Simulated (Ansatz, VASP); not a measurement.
## Na: VASP beside Ansatz

Contents of INCAR:

```
  PREC = Accurate
  ENCUT = 520
  EDIFF = 1E-8
  ISMEAR = -1
  SIGMA = 0.05
  LREAL = False
  LASPH = True
  NELM = 100
  ALGO = Normal
  ISIF = 2
  LWAVE = False
  LCHARG = False
  GGA = PS
  LEFG = True
  NBANDS = 10
```

Contents of KPOINTS:

```
regular mesh
0
Gamma
  12 12 12
```

The input POSCAR:

```
Na
1.0
   -2.1386750000      2.1175000000      2.1175000000
    2.1175000000     -2.1386750000      2.1175000000
    2.1175000000      2.1175000000     -2.1386750000
Na
1
Direct
    0.0000000000      0.0000000000      0.0000000000
```

Input for Ansatz:

```yaml
crystal:
  lattice:
    - [-2.138675, 2.1175, 2.1175]
    - [2.1175, -2.138675, 2.1175]
    - [2.1175, 2.1175, -2.138675]
  atoms:
    - { symbol: Na, position: [0.0, 0.0, 0.0] }
kpoints:
  mp_grid: { grid: [12, 12, 12] }
scf:
  occupations: { method: fermi_dirac, width: 0.05 }
hamiltonian:
  xc: pbesol
  pseudopotentials: { kind: all_electron, datasets: crystal }
output:
  forces: true
  stress: true
  eigenvalues: true
  efg: { contact_densities: true }
```

Change from the starting cell: equal xy, yz and zx shear strains of -1 %, crystal datasets.

Alike in both runs: task electric field gradients; functional PBEsol; k mesh 12 × 12 × 12; occupations fermi-dirac, width 0.05 eV; no spin polarisation.

|  | VASP | Ansatz |
| --- | --- | --- |
| version | VASP 6.6.1 | Ansatz 0.2.0 |
| potentials or method | VASP PAW PBE potentials, release 64 (Na_pv), cutoff 520 eV | all-electron PAW with datasets made for the crystal, scalar-relativistic |

|  | VASP | Ansatz | Ansatz less VASP |
| --- | --- | --- | --- |
| pressure (GPa) | -0.3 | -0.3 | 0.00 |
| size of Vzz on the site where it differs most (V/Å²) | 0.2 | 0.2 | +0.01 |

VASP's potentials were made for PBE, not for PBEsol. Ansatz ran all-electron here, and VASP with PAW potentials.
